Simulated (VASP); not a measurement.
Input of a VASP 6.6.1 run:

The input POSCAR:

```
CdSe
1.0
    3.0361109542      3.0361109542      0.0000000000
   -3.0361109542      3.0361109542      0.0000000000
    0.0000000000      3.0361109542      3.0851794140
Cd Se
1 1
Direct
    0.0000000000      0.0000000000      0.0000000000
    0.7500000000      0.2500000000      0.5000000000
```

The input INCAR.step1:

```
SYSTEM = CdSe
PREC = Accurate
ENCUT = 520
ISMEAR = 0
SIGMA = 0.01
LREAL = .False.
LASPH = .True.
NELM = 100
NBANDS = 16
GGA = PE
ALGO = Normal
EDIFF = 1E-4
LWAVE = .True.
LCHARG = .False.
```

Contents of INCAR.step2:

```
SYSTEM = CdSe
PREC = Accurate
ENCUT = 520
EDIFF = 1E-7
ISMEAR = 0
SIGMA = 0.01
LREAL = .False.
LASPH = .True.
NELM = 100
ALGO = Normal
ISIF = 2
LWAVE = .False.
LCHARG = .False.
METAGGA = R2SCAN
LMIXTAU = .True.
NBANDS = 16
ISTART = 1
```

File KPOINTS:

```
regular mesh
0
Gamma
  6 6 6
  0 0 0
```

Potentials or basis: VASP PAW PBE potentials, release 64 (Cd, Se).

Command:

```sh
$ cat potpaw_PBE.64/Cd/POTCAR potpaw_PBE.64/Se/POTCAR > POTCAR
$ cp INCAR.step1 INCAR
$ mpirun -np 1 vasp_std > vasp.out
$ cp INCAR.step2 INCAR
$ mpirun -np 1 vasp_std > vasp.out
```

What does it give for the pressure?

1.0 GPa.

Predict the band gap on the k mesh.

1.04 eV, direct.

Stress tensor (GPa, compression positive):
```
1.11 0.00 0.00
0.00 1.11 0.00
0.00 0.00 0.83
```

Caveat: the cell differs from its parent crystal (in-plane strain -0.01); the PAW data sets were made with another functional, which shifts forces and pressure a little.
